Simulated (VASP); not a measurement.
The system is Li2Pd.

```
Li Pd
1.0
     4.22670    0.00000    0.00000
    -2.11335    3.66043    0.00000
     0.00000    0.00000    2.73190
Li Pd
2 1
Cartesian
  0.0000 2.4403 1.3659
  2.1134 1.2201 1.3659
  0.0000 0.0000 0.0000
```

| Item | Value |
| --- | --- |
| Program | VASP 6.6.1 |
| Task | relaxation of cell and atoms |
| Functional | LDA |
| Potentials or basis | VASP PAW LDA potentials, release 64 (Li_sv, Pd) |
| Cutoff | 600 eV |
| k mesh | 12 × 12 × 16 |
| Occupations | gaussian, width 0.1 eV |
| Spin | no spin polarisation |

At the start: pressure -5.1 GPa; volume 14.09 Å³/atom.

Question: Where does the relaxation end?

Answer: Over 8 steps the energy falls by 23.1 meV/atom and the volume is 12.86 Å³/atom (-8.7 %); space group P6/mmm (No. 191, to 0.1 Å) before and after.

The path:
| step | energy change (eV) | largest force (eV/Å) | pressure (GPa) | volume (Å³) |
| --- | --- | --- | --- | --- |
| 1 | 0.0000 | 0.0000 | -5.11 | 42.27 |
| 2 | -0.0646 | 0.0000 | -1.51 | 39.57 |
| 3 | -0.0683 | 0.0000 | -0.30 | 38.87 |
| 4 | -0.0683 | 0.0000 | -0.16 | 38.80 |
| 5 | -0.0692 | 0.0000 | -0.10 | 38.67 |
| 6 | -0.0689 | 0.0000 | 0.15 | 38.41 |
| 7 | -0.0694 | 0.0000 | 0.07 | 38.56 |
| 8 | -0.0694 | 0.0000 | 0.01 | 38.57 |

Final structure:
```
CELL_PARAMETERS angstrom
4.11869 0.00000 0.00000
-2.05934 3.56689 0.00000
0.00000 0.00000 2.62551
ATOMIC_POSITIONS crystal
Li 0.33333 0.66667 0.50000
Li 0.66667 0.33333 0.50000
Pd 0.00000 0.00000 0.00000
```

Caveat: the cutoff is under 1.25 times the usual one of these potentials, so pressure, stress and relaxed cells hold a basis-set (Pulay) error.
